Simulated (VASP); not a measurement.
A run of VASP 6.6.1 is set up as follows.

File INCAR:

```
SYSTEM = InTe4
  PREC = Accurate
  ENCUT = 600
  EDIFF = 1E-6
  ISMEAR = 0
  SIGMA = 0.1
  LREAL = .False.
  LASPH = .True.
  NELM = 80
  ALGO = Normal
  ISIF = 3
  LWAVE = .False.
  LCHARG = .False.
  GGA = PE
  IBRION = 2
  NSW = 90
  EDIFFG = -0.04
```

KPOINTS

```
regular mesh
0
Gamma
  4 4 2
  0 0 0
```

File POSCAR:

```
InTe4
1.0
    4.3819805500      0.0000000000      0.0000000000
    0.0000000000      4.3819805500      0.0000000000
    0.0000000000      0.0000000000      8.8531901500
In Te
1 4
Direct
    0.5000000000      0.5000000000      0.5000000000
    0.5000000000      0.5000000000      0.8671892100
    0.5000000000      0.5000000000      0.1328107900
    0.0000000000      0.0000000000      0.1503115300
    0.0000000000      0.0000000000      0.8496884700
```

Potentials or basis: VASP PAW PBE potentials, release 64 (In_d, Te).

Launch:

```bash
$ cat potpaw_PBE.64/In_d/POTCAR potpaw_PBE.64/Te/POTCAR > POTCAR
$ mpirun -np 1 vasp_std > vasp.out
```

Question: Predict the space group after relaxing (to 0.1 Å).

Answer: P4/mmm (No. 123).

Question: Estimate the relaxed volume.

Answer: 36.47 Å³/atom.

Question: Predict the relaxed cell.

Answer: a = 4.405 Å, b = 4.405 Å, c = 9.397 Å, α = 90.00°, β = 90.00°, γ = 90.00°.

Final structure:
```
In Te
1.0
     4.40537    0.00000    0.00000
     0.00000    4.40537    0.00000
     0.00000    0.00000    9.39712
In Te
1 4
Direct
  0.50000 0.50000 0.50000
  0.50000 0.50000 0.82098
  0.50000 0.50000 0.17902
  0.00000 0.00000 0.22352
  0.00000 0.00000 0.77648
```

Caveat: the highest band is partly filled, so the run has too few bands.
